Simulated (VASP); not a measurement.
# Sn (I4_1/amd) in VASP: a series of runs, part 2 of 2

VASP 6.6.1. The steps go on from the part before.

## Step 3: Single point, LDA (26.54 Å³/atom)

This run uses another cell than the first one, of 26.54 Å³/atom.

Input file INCAR:

```
PREC = Accurate ; ENCUT = 520
EDIFF = 1E-7 ; ISMEAR = -1
SIGMA = 0.05 ; LREAL = F
LASPH = T ; NELM = 80
ALGO = Normal ; ISIF = 2
LWAVE = F ; LCHARG = T
GGA = CA ; LELF = T
LVHAR = T ; NBANDS = 21
```

Input file KPOINTS:

```
regular mesh
0
Gamma
  12 12 12
```

Input file POSCAR:

```
Sn
1.0
   -2.9004039564      2.9004039564      1.5776871502
    2.9004039564     -2.9004039564      1.5776871502
    2.9004039564      2.9004039564     -1.5776871502
Sn
2
Direct
    0.7500000000      0.2500000000      0.5000000000
    0.0000000000      0.0000000000      0.0000000000
```

Potentials or basis: VASP PAW LDA potentials, release 64 (Sn_d).

Started as:

```
> cat potpaw_LDA.64/Sn_d/POTCAR > POTCAR
> mpirun -np 1 vasp_std > vasp.out
```

OUTCAR:

```text
PREC = Accurate
   ENCUT = 520
   EDIFF = 1E-7
   ISMEAR = -1
   LREAL = F
   LASPH = T
   NELM = 80
   ISIF = 2
   GGA = CA

 ion  position               nearest neighbor table
   1  0.750  0.250  0.500-   2 3.01   2 3.01   2 3.01   2 3.01   2 3.74   2 3.74   2 3.74   2 3.74

   2  0.000  0.000  0.000-   1 3.01   1 3.01   1 3.01   1 3.01   1 3.74   1 3.74   1 3.74   1 3.74

  LATTYP: Found a body centered tetragonal cell.
 ALAT       =     5.8008079128
[... 767 lines left out ...]
 [... further k-points ...]

------------------------ aborting loop because EDIFF is reached ----------------------------------------

  FORCE on cell =-STRESS in cart. coord.  units (eV):
  Direction    XX          YY          ZZ          XY          YZ          ZX
  --------------------------------------------------------------------------------------
  -------------------------------------------------------------------------------------
  Total       -0.2698869     -0.2698869     -0.3210733      0.0000000      0.0000000      0.0000000
  in kB       -8.1450658     -8.1450658     -9.6898474      0.0000000      0.0000000      0.0000000
  external PRESSURE =      -8.6599930 kB  Pullay stress =       0.0000000 kB

 VOLUME and BASIS-vectors are now :
 -----------------------------------------------------------------------------
  energy-cutoff  :      520.00
  volume of cell :       53.09
      direct lattice vectors                 reciprocal lattice vectors
    -2.900403956  2.900403956  1.577687150     0.000000000  0.172389780  0.316919612
     2.900403956 -2.900403956  1.577687150     0.172389780  0.000000000  0.316919612
     2.900403956  2.900403956 -1.577687150     0.172389780  0.172389780  0.000000000

 POSITION                                       TOTAL-FORCE (eV/Angst)
 -----------------------------------------------------------------------------------
      0.00000      2.90040      0.78884        -0.000000     -0.000000      0.000000
      0.00000      0.00000      0.00000         0.000000      0.000000     -0.000000
 -----------------------------------------------------------------------------------
    total drift:                               -0.000000      0.000000     -0.000000

  FREE ENERGIE OF THE ION-ELECTRON SYSTEM (eV)
  ---------------------------------------------------
  free  energy   TOTEN  =        -8.9831366220 eV

  energy  without entropy=       -8.9755355410  energy(sigma->0) =       -8.97933608
```

OSZICAR:

```text
N       E                     dE             d eps       ncg     rms          rms(c)
DAV:   1     0.222892287981E+03    0.22289E+03   -0.14465E+04  6948   0.211E+03
DAV:   2     0.146012739464E+02   -0.20829E+03   -0.20391E+03  6896   0.457E+02
DAV:   3    -0.826131729677E+01   -0.22863E+02   -0.22684E+02  7937   0.136E+02
DAV:   4    -0.899559646823E+01   -0.73428E+00   -0.73381E+00  7793   0.270E+01
DAV:   5    -0.902531893843E+01   -0.29722E-01   -0.29722E-01  9682   0.513E+00    0.255E+00
DAV:   6    -0.899527391388E+01    0.30045E-01   -0.36141E-02  9274   0.262E+00    0.139E+00
DAV:   7    -0.898365935506E+01    0.11615E-01   -0.18563E-02  9365   0.186E+00    0.159E-01
DAV:   8    -0.898313164339E+01    0.52771E-03   -0.20231E-03  8693   0.632E-01    0.327E-02
DAV:   9    -0.898313636460E+01   -0.47212E-05   -0.53896E-05  9207   0.642E-02    0.131E-02
DAV:  10    -0.898313662130E+01   -0.25670E-06   -0.44026E-06  8899   0.237E-02    0.168E-03
DAV:  11    -0.898313662201E+01   -0.70941E-09   -0.37700E-07  7873   0.740E-03
   1 F= -.89831366E+01 E0= -.89793361E+01  d E =-.760108E-02
```

stdout:

```text
POSCAR found type information on POSCAR Sn
 POSCAR found :  1 types and       2 ions
 scaLAPACK will be used
 LDA part: xc-table for (Slater(with rela. corr.)+CA(PZ))
 , standard interpolation
 POSCAR, INCAR and KPOINTS ok, starting setup
 FFT: planning ... GRIDC
 FFT: planning ... GRID_SOFT
 FFT: planning ... GRID
 WAVECAR not read
 entering main loop
```

It took 91 s on 1 thread of Intel Xeon 6975P-C (Granite Rapids), shared host; peak memory 0.27 GiB.

What came out:

```yaml
Free_energy: -8.9831 eV
Pressure: -0.9 GPa
Band_gap_on_the_k_mesh: zero (bands 14 and 15 overlap by 4.23 eV)
```

Stress tensor (GPa, compression positive):
```
-0.81  0.00  0.00
 0.00 -0.81  0.00
 0.00  0.00 -0.97
```

Caveat: spin-orbit coupling is left out, which moves the levels of the heavy elements.

## Step 4: Single point, PBEsol (26.54 Å³/atom)

This run uses another cell than the first one, of 26.54 Å³/atom.

Input file INCAR:

```
SYSTEM = Sn
  PREC = Accurate
  ENCUT = 520
  EDIFF = 1E-6
  ISMEAR = -1
  SIGMA = 0.05
  LREAL = .False.
  LASPH = .True.
  NELM = 60
  ALGO = Normal
  ISIF = 2
  LWAVE = .False.
  LCHARG = .False.
  GGA = PS
  NBANDS = 21
```

Input file KPOINTS:

```
Automatic mesh
0
Gamma
  12 12 12
  0 0 0
```

POSCAR is that of step 3.

Potentials or basis: VASP PAW PBE potentials, release 64 (Sn_d).

Started as:

```
> cat potpaw_PBE.64/Sn_d/POTCAR > POTCAR
> mpirun -np 1 vasp_std > vasp.out
```

Wall time 59 s (1 thread of Intel Xeon 6975P-C (Granite Rapids), shared host); peak memory 0.3 GiB.

It converged, with:

```yaml
Free_energy: -8.5242 eV
Pressure: 0.6 GPa
Band_gap_on_the_k_mesh: zero (bands 14 and 15 overlap by 4.27 eV)
```

Stress tensor (GPa, compression positive):
```
0.72 0.00 0.00
0.00 0.72 0.00
0.00 0.00 0.49
```

Levels at points of the mesh, in eV from the Fermi level:
| k point | band 10 | band 11 | band 12 | band 13 | band 14 | band 15 | band 16 | band 17 | band 18 | band 19 |
| --- | --- | --- | --- | --- | --- | --- | --- | --- | --- | --- |
| (0.00, 0.00, 0.00) | -21.05 | -11.31 | -3.60 | -2.04 | -2.04 | 2.92 | 6.32 | 6.32 | 7.02 | 7.11 |
| (0.50, 0.00, 0.00) | -21.11 | -6.97 | -5.48 | -2.31 | -1.76 | -1.17 | 2.22 | 2.90 | 4.79 | 7.24 |
| (0.50, 0.50, 0.00) | -21.18 | -9.02 | -9.02 | 0.59 | 0.59 | 1.60 | 1.60 | 6.12 | 6.12 | 9.70 |
| (0.50, 0.50, 0.50) | -21.25 | -7.62 | -7.62 | -4.94 | -4.94 | 5.14 | 5.14 | 9.58 | 9.58 | 12.66 |

Caveat: the PAW data sets were made with another functional, which shifts forces and pressure a little; spin-orbit coupling is left out, which moves the levels of the heavy elements.

## Step 5: Single point, LDA

Input file INCAR:

```
SYSTEM = Sn
PREC     = Accurate       ! precision mode
ENCUT    = 520            ! plane-wave cutoff, eV
EDIFF    = 1E-7           ! SCF threshold, eV
ISMEAR   = -1             ! smearing method
SIGMA    = 0.05           ! smearing width, eV
LREAL    = .FALSE.        ! projectors in reciprocal space
LASPH    = .TRUE.         ! aspherical terms in the spheres
NELM     = 60             ! most SCF steps
ALGO     = Normal         ! electronic algorithm
ISIF     = 2              ! what is computed and relaxed
LWAVE    = .FALSE.        ! write WAVECAR
LCHARG   = .TRUE.         ! write CHGCAR
LELF     = .TRUE.         ! ELF
LVHAR    = .TRUE.       
NBANDS   = 21             ! bands
```

Input file KPOINTS:

```
regular mesh
0
G
  12 12 12
  0 0 0
```

Input file POSCAR:

```
Sn
1.0
   -2.9401404553      2.9401404553      1.5993019889
    2.9401404553     -2.9401404553      1.5993019889
    2.9401404553      2.9401404553     -1.5993019889
Sn
2
Direct
    0.7500000000      0.2500000000      0.5000000000
    0.0000000000      0.0000000000      0.0000000000
```

Potentials or basis: VASP PAW LDA potentials, release 64 (Sn_d).

Started as:

```
> cat potpaw_LDA.64/Sn_d/POTCAR > POTCAR
> mpirun -np 1 vasp_std > vasp.out
```

Wall time 64 s (1 thread of Intel Xeon 6975P-C (Granite Rapids), shared host); peak memory 0.27 GiB.

Results (log left out):

```
Free energy            : -8.9575 eV
Pressure               : -2.9 GPa
Band gap on the k mesh : zero (bands 14 and 15 overlap by 4.02 eV)
```

Levels at points of the mesh, in eV from the Fermi level:
```csv
k point,band 10,band 11,band 12,band 13,band 14,band 15,band 16,band 17,band 18,band 19
"(0.00, 0.00, 0.00)",-21.04,-11.00,-3.79,-1.91,-1.91,3.11,6.06,6.06,6.67,6.76
"(0.50, 0.00, 0.00)",-21.10,-6.92,-5.34,-2.36,-1.65,-1.08,2.34,2.78,4.57,7.18
"(0.50, 0.50, 0.00)",-21.16,-8.81,-8.81,0.60,0.60,1.53,1.53,5.92,5.92,9.57
"(0.50, 0.50, 0.50)",-21.22,-7.54,-7.54,-4.66,-4.66,4.99,4.99,9.07,9.07,12.55
```

Caveat: spin-orbit coupling is left out, which moves the levels of the heavy elements.

## Step 6: Overview

| level | potentials or basis | spin | cell | gap on the mesh (eV) | pressure (GPa) |
| --- | --- | --- | --- | --- | --- |
| PBE | VASP PAW PBE potentials, release 64 (Sn_d) | non-collinear, zero start, SOC | a = 4.455 Å, angles 97.4, 97.4, 137.9°, 2 atoms | - | 1.3 |
| LDA | VASP PAW LDA potentials, release 64 (Sn_d) | off | a = 4.395 Å, angles 97.4, 97.4, 137.9°, 2 atoms | none | -0.9 |
| PBEsol | VASP PAW PBE potentials, release 64 (Sn_d) | off | a = 4.395 Å, angles 97.4, 97.4, 137.9°, 2 atoms | none | 0.6 |
| LDA | VASP PAW LDA potentials, release 64 (Sn_d) | off | a = 4.455 Å, angles 97.4, 97.4, 137.9°, 2 atoms | none | -2.9 |

Alike in all rows: task single point; k mesh 12 × 12 × 12; cutoff (eV) 520; smearing fermi-dirac 0.05 eV.

Caveats: spin-orbit coupling is left out, which moves the levels of the heavy elements (at least some runs); the PAW data sets were made with another functional, which shifts forces and pressure a little (at least some runs).

Absolute energies hang on the potentials; compare differences alone.
